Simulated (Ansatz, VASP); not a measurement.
# Al3Ni5 in VASP and in Ansatz

File INCAR:

```
SYSTEM = Al3Ni5
ALGO = Fast
EDIFF = 1E-6
ENCUT = 520
GGA = PS
ISIF = 2
ISMEAR = 0
LASPH = .True.
LCHARG = .False.
LREAL = .False.
LWAVE = .False.
NBANDS = 40
NELM = 60
PREC = Accurate
SIGMA = 0.15
```

The input KPOINTS:

```
k-points
0
Gamma
  8 8 10
  0 0 0
```

POSCAR

```
Al3Ni5
1.0
    3.2933322760     -3.6919375971      0.0000000000
    3.2933322760      3.6919375971      0.0000000000
    0.0000000000      0.0000000000      3.7203545651
Al Ni
3 5
Direct
    0.5135430241      0.4864569759      0.0000000000
    0.7796888787      0.2203111213      0.5000000000
    0.2203111213      0.7796888787      0.5000000000
    0.0000000000      0.0000000000      0.0000000000
    0.0000000000      0.5000000000      0.0000000000
    0.5000000000      0.0000000000      0.0000000000
    0.2762373066      0.2762373066      0.5000000000
    0.7237626934      0.7237626934      0.5000000000
```

Input for Ansatz:

```yaml
crystal:
  lattice:
    - [3.293332276, -3.6919375971, 0.0]
    - [3.293332276, 3.6919375971, 0.0]
    - [0.0, 0.0, 3.7203545651]
  atoms:
    - { symbol: Al, position: [0.5135430241, 0.4864569759, 0.0] }
    - { symbol: Al, position: [0.7796888787, 0.2203111213, 0.5] }
    - { symbol: Al, position: [0.2203111213, 0.7796888787, 0.5] }
    - { symbol: Ni, position: [0.0, 0.0, 0.0] }
    - { symbol: Ni, position: [0.0, 0.5, 0.0] }
    - { symbol: Ni, position: [0.5, 0.0, 0.0] }
    - { symbol: Ni, position: [0.2762373066, 0.2762373066, 0.5] }
    - { symbol: Ni, position: [0.7237626934, 0.7237626934, 0.5] }
basis:
  ecutwfc: 420
kpoints:
  mp_grid: { grid: [8, 8, 10] }
hamiltonian:
  xc: pbesol
scf:
  occupations: { method: gaussian, width: 0.15 }
output:
  forces: true
  stress: true
  eigenvalues: true
```

Alike in both runs: task single point; functional PBEsol; k mesh 8 × 8 × 10; occupations gaussian, width 0.15 eV; no spin polarisation.

|  | VASP | Ansatz |
| --- | --- | --- |
| version | VASP 6.6.1 | Ansatz 0.2.0 |
| potentials or method | VASP PAW PBE potentials, release 64 (Al, Ni), cutoff 520 eV | scalar-relativistic, plane waves, PAW |
| valence electrons in the cell | 59 | 99 |

|  | VASP | Ansatz | Ansatz less VASP |
| --- | --- | --- | --- |
| gap on the k mesh at the Fermi level (eV) | none | none | - |
| pressure (GPa) | 0.4 | 0.2 | -0.18 |
| traceless stress, the component that is largest in VASP (GPa) | -0.22 | -0.07 | +0.144 |
| rms of the force components (eV/Å) | 0.209 | 0.207 | -0.0016 |

VASP's potentials were made for PBE, not for PBEsol. Atom by atom the forces differ by 0.003 eV/Å (rms over components). A gap of «none» marks a metal or a gap that the smearing closes. VASP's potentials hold 59 valence electrons a cell and Ansatz's 99, so a difference there can come from the potentials and not from the codes.
